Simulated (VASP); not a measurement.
Set up this calculation in VASP 6.6.1, as the native input.

| Quantity | Value |
| --- | --- |
| Task | single point |
| Functional | PBEsol |
| Potentials or basis | VASP PAW PBE potentials, release 64 (Si, C) |
| Cutoff | 520 eV |
| k mesh | 2 × 2 × 2, shifted |
| Occupations | gaussian, width 0.02 eV |
| Spin | no spin polarisation |
| Dipole correction | no |
| Further INCAR settings | LREAL = Auto; ALGO = Normal; EDIFF = 1e-06; NBANDS = 86 |

The structure of SiC lies in POSCAR:

```
SiC
1.0
   -4.3567947592     -4.3567947592      4.3567947592
    4.3567947592     -4.3567947592     -4.3567947592
    4.3567947592      4.3567947592      4.3567947592
Si C
16 16
Direct
    0.2500000000      0.7500000000      0.2500000000
    0.0000000000      0.7500000000      0.5000000000
    0.5000000000      0.5000000000      0.2500000000
    0.2500000000      0.5000000000      0.5000000000
    0.0000000000      0.5000000000      0.7500000000
    0.7500000000      0.7500000000      0.7500000000
    0.5000000000      0.7500000000      0.0000000000
    0.0000000000      0.0000000000      0.2500000000
    0.7500000000      0.2500000000      0.2500000000
    0.5000000000      0.2500000000      0.5000000000
    0.2500000000      0.2500000000      0.7500000000
    0.0000000000      0.2500000000      0.0000000000
    0.7500000000      0.5000000000      0.0000000000
    0.7500000000      0.0000000000      0.5000000000
    0.5000000000      0.0000000000      0.7500000000
    0.2500000000      0.0000000000      0.0000000000
    0.2500000000      0.5000000000      0.2500000000
    0.0000000000      0.5000000000      0.5000000000
    0.5000000000      0.2500000000      0.2500000000
    0.2500000000      0.2500000000      0.5000000000
    0.0000000000      0.2500000000      0.7500000000
    0.7500000000      0.5000000000      0.7500000000
    0.5000000000      0.5000000000      0.0000000000
    1.0000000000      0.7500000000      0.2500000000
    0.7500000000      0.0000000000      0.2500000000
    0.5000000000      0.0000000000      0.5000000000
    0.2500000000      0.0000000000      0.7500000000
    0.0000000000      0.0000000000      0.0000000000
    0.7500000000      0.2500000000      0.0000000000
    0.7500000000      0.7500000000      0.5000000000
    0.5000000000      0.7500000000      0.7500000000
    0.2500000000      0.7500000000      0.0000000000
```

The input as run:

INCAR

```
ALGO = Normal
EDIFF = 1E-6
ENCUT = 520
GGA = PS
ISIF = 2
ISMEAR = 0
LASPH = True
LCHARG = True
LELF = True
LREAL = Auto
LVHAR = True
LWAVE = False
NBANDS = 86
NELM = 100
PREC = Accurate
SIGMA = 0.02
```

KPOINTS

```
Automatic mesh
0
Gamma
  2 2 2
  0.5 0.5 0.5
```

Potentials or basis: VASP PAW PBE potentials, release 64 (Si, C).

The run is started by

```sh
$ cat potpaw_PBE.64/Si/POTCAR potpaw_PBE.64/C/POTCAR > POTCAR
$ mpirun -np 1 vasp_std > vasp.out
```

It gave:

* Pressure: 0.3 GPa
* Band gap on the k mesh: 2.58 eV

Caveat: the PAW data sets were made with another functional, which shifts forces and pressure a little.

It took 2.5 min on 1 thread of AMD EPYC 7R13, on a shared host, peak memory 0.37 GiB.
